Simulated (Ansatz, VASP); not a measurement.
**Cd2S: VASP beside Ansatz**

Contents of INCAR:

```
ALGO = Normal
EDIFF = 1E-7
EDIFFG = -0.001
ENCUT = 500
GGA = PE
GGA_COMPAT = False
IBRION = 2
ISIF = 3
ISMEAR = 0
LASPH = True
LCHARG = False
LREAL = False
LWAVE = False
NELM = 120
NELMIN = 4
NSW = 80
PREC = Accurate
SIGMA = 0.01
```

Contents of KPOINTS:

```
k-points
0
Gamma
  10 10 6
```

File POSCAR:

```
Cd2S
1.0
    3.5393665380     -1.9301070761     -0.0534588438
    3.5393665380      1.9301070761     -0.0534588438
   -0.6074250871      0.0000000000      5.9117524604
Cd S
2 1
Direct
    0.5151148216      0.5151148216      0.4637357666
    0.4081159500      0.4081159500      0.0126074352
    0.0767300752      0.0767300752      0.7736567983
```

Input for Ansatz:

```yaml
crystal:
  lattice:
    - [3.539366538, -1.9301070761, -0.0534588438]
    - [3.539366538, 1.9301070761, -0.0534588438]
    - [-0.6074250871, 0.0, 5.9117524604]
  atoms:
    - { symbol: Cd, position: [0.5151148216, 0.5151148216, 0.4637357666] }
    - { symbol: Cd, position: [0.40811595, 0.40811595, 0.0126074352] }
    - { symbol: S, position: [0.0767300752, 0.0767300752, 0.7736567983] }
basis:
  ecutwfc: 420
kpoints:
  mp_grid: { grid: [10, 10, 6] }
hamiltonian:
  xc: pbe
scf:
  occupations: { method: fixed }
output:
  forces: true
  stress: true
  eigenvalues: true
relax:
  adjacent_minimum: "off"
  f_tol: 0.001
  max_steps: 60
  cell: { stress_tol: 0.01 }
```

Alike in both runs: task relaxation of cell and atoms; functional PBE; k mesh 10 × 10 × 6; no spin polarisation.

|  | VASP | Ansatz |
| --- | --- | --- |
| version | VASP 6.6.1 | Ansatz 0.2.0 |
| potentials or method | VASP PAW PBE potentials, release 64 (Cd, S), cutoff 500 eV | scalar-relativistic, plane waves, PAW |
| occupations | gaussian, width 0.01 eV | fixed |
| valence electrons in the cell | 30 | 46 |

VASP gave:

| Item | Value |
| --- | --- |
| gap on the k mesh at the Fermi level, each at its own relaxed structure (eV) | 0.24 |
| relaxed volume (Å³/atom) | 27.03 |
| relaxed length of the cell vector where the two differ most in proportion (Å) | 5.956 |

Problem. What did Ansatz give for the same quantities?

Solution. gap on the k mesh at the Fermi level, each at its own relaxed structure (eV): 0.26; relaxed volume (Å³/atom): 26.88; relaxed length of the cell vector where the two differ most in proportion (Å): 5.944.

VASP's potentials hold 30 valence electrons a cell and Ansatz's 46, so a difference there can come from the potentials and not from the codes.
